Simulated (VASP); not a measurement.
**AlFe (CsCl type): single point with PBE**

Crystal: AlFe (CsCl type).

```xyz
2
Lattice="2.8700 0.0000 0.0000 0.0000 2.8700 0.0000 0.0000 0.0000 2.8700" Properties=species:S:1:pos:R:3 pbc="T T T"
Fe    0.0000    0.0000    0.0000
Al    1.4350    1.4350    1.4350
```

```yaml
Program: VASP 6.6.1
Task: single point
Functional: PBE
Potentials_or_basis: VASP PAW PBE potentials, release 64 (Fe, Al)
Cutoff: 520 eV
k_mesh: 8 × 8 × 8
Occupations: fermi-dirac, width 0.1 eV
Spin: no spin polarisation
Dipole_correction: no
Further_INCAR_settings: ALGO = Normal; EDIFF = 1e-06; NBANDS = 12
```

The pressure is 0.4 GPa. The band gap on the k mesh is zero (an odd number of electrons rules out a gap without spin polarisation).

Levels at points of the mesh, in eV from the Fermi level:
| k point | band 2 | band 3 | band 4 | band 5 | band 6 | band 7 | band 8 | band 9 | band 10 | band 11 |
| --- | --- | --- | --- | --- | --- | --- | --- | --- | --- | --- |
| (0.00, 0.00, 0.00) | -2.22 | -2.22 | 0.15 | 0.15 | 0.15 | 6.51 | 6.51 | 6.51 | 9.49 | 9.49 |
| (0.50, 0.00, 0.00) | -5.89 | -1.56 | -0.86 | -0.86 | 0.27 | 1.27 | 8.79 | 11.24 | 11.24 | 12.17 |
| (0.50, 0.50, 0.00) | -2.28 | -2.01 | -2.01 | -0.61 | -0.61 | 0.84 | 3.55 | 4.44 | 12.98 | 16.24 |
| (0.50, 0.50, 0.50) | -3.32 | -3.32 | 0.88 | 0.88 | 3.12 | 3.12 | 3.12 | 4.39 | 6.25 | 6.25 |

It took 13 s on 1 thread of AMD EPYC 7R43 64-Core Processor (Zen 3), with other jobs on the host, peak memory 0.11 GiB.

Caveat: the run has no spin polarisation, though such a crystal can be magnetic. Spin polarisation is off, so any magnetic state and its effect on volume and gap are missing.
